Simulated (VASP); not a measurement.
The system is Li.

```
CELL_PARAMETERS angstrom
-1.75465 1.75465 1.75465
1.75465 -1.75465 1.75465
1.75465 1.75465 -1.75465
ATOMIC_POSITIONS crystal
Li 0.00000 0.00000 0.00000
```

* Program: VASP 6.6.1
* Task: relaxation of cell and atoms
* Functional: PBEsol
* Dispersion: D4
* Potentials or basis: VASP PAW PBE potentials, release 64 (Li_sv)
* Cutoff: 600 eV
* k mesh: 11 × 11 × 11
* Occupations: fermi-dirac, width 0.05 eV
* Spin: no spin polarisation

At the start: pressure -1.0 GPa; volume 21.61 Å³/atom.

**Question.** Where does the relaxation end?

**Answer.** Over 4 steps the energy falls by 5.9 meV/atom and the volume is 19.82 Å³/atom (-8.3 %); space group Im-3m (No. 229, to 0.05 Å).

Step by step:
```tsv
step	energy change (eV)	largest force (eV/Å)	pressure (GPa)	volume (Å³)
1	0.0000	0.0000	-1.00	21.61
2	-0.0024	0.0000	-0.80	21.19
3	-0.0056	0.0000	-0.26	20.23
4	-0.0059	0.0000	0.02	19.82
```

Final structure:
```
CELL_PARAMETERS angstrom
-1.70471 1.70471 1.70471
1.70471 -1.70471 1.70471
1.70471 1.70471 -1.70471
ATOMIC_POSITIONS crystal
Li 0.00000 0.00000 0.00000
```

The cell as given is a measured one (21.61 Å³/atom); PBEsol+D4 puts the equilibrium volume -8.3 % from it, thermal expansion not counted.

Caveat: the cutoff is under 1.25 times the usual one of these potentials, so pressure, stress and relaxed cells hold a basis-set (Pulay) error; the PAW data sets were made with another functional, which shifts forces and pressure a little; pairwise dispersion overbinds metals, which lowers pressure and volume.
